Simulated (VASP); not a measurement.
Write the native input for VASP 6.6.1 that does the following.

```
Task                   : single point
Functional             : r2SCAN
Potentials or basis    : VASP PAW PBE potentials, release 64 (Mn_pv)
Cutoff                 : 520 eV
k mesh                 : 8 × 8 × 4
Occupations            : fermi-dirac, width 0.1 eV
Spin                   : no spin polarisation
Dipole correction      : no
Further INCAR settings : ALGO = Normal; EDIFF = 1e-07; NBANDS = 20
```

Crystal: Mn.

```
CELL_PARAMETERS angstrom
2.45705 0.00000 0.00000
-1.22852 2.12787 0.00000
0.00000 0.00000 3.98683
ATOMIC_POSITIONS crystal
Mn 0.33333 0.66667 0.25000
Mn 0.66667 0.33333 0.75000
```

These files were run (other wordings do the same):

POSCAR

```
Mn
1.0
    2.4570490979      0.0000000000      0.0000000000
   -1.2285245489      2.1278669372      0.0000000000
    0.0000000000      0.0000000000      3.9868346924
Mn
2
Direct
    0.3333333333      0.6666666667      0.2500000000
    0.6666666667      0.3333333333      0.7500000000
```

INCAR.step1

```
PREC = Accurate
ENCUT = 520
ISMEAR = -1
SIGMA = 0.1
LREAL = F
LASPH = T
NELM = 80
NBANDS = 20
GGA = PE
ALGO = Normal
EDIFF = 1E-4
LWAVE = T
LCHARG = F
```

INCAR.step2

```
PREC = Accurate
ENCUT = 520
EDIFF = 1E-7
ISMEAR = -1
SIGMA = 0.1
LREAL = F
LASPH = T
NELM = 80
ALGO = Normal
ISIF = 2
LWAVE = F
LCHARG = F
METAGGA = R2SCAN
LMIXTAU = T
NBANDS = 20
ISTART = 1
```

KPOINTS

```
Automatic mesh
0
Gamma
  8 8 4
```

Potentials or basis: VASP PAW PBE potentials, release 64 (Mn_pv).

The run is started by

```console
$ cat potpaw_PBE.64/Mn_pv/POTCAR > POTCAR
$ cp INCAR.step1 INCAR
$ mpirun -np 1 vasp_std > vasp.out
$ cp INCAR.step2 INCAR
$ mpirun -np 1 vasp_std > vasp.out
```

Results of the run:

```yaml
Pressure: 0.4 GPa
Band_gap_on_the_k_mesh: zero (band 13 reaches 11.65 eV, above the bottom of band 14 at 9.61 eV)
```

Caveat: the k points lie up to 0.39 Å⁻¹ apart; the PAW data sets were made with another functional, which shifts forces and pressure a little; the run has no spin polarisation, though such a crystal can be magnetic.

Run time: 37 s on 1 thread of Intel Xeon 6975P-C, on a shared host, peak memory 0.14 GiB.
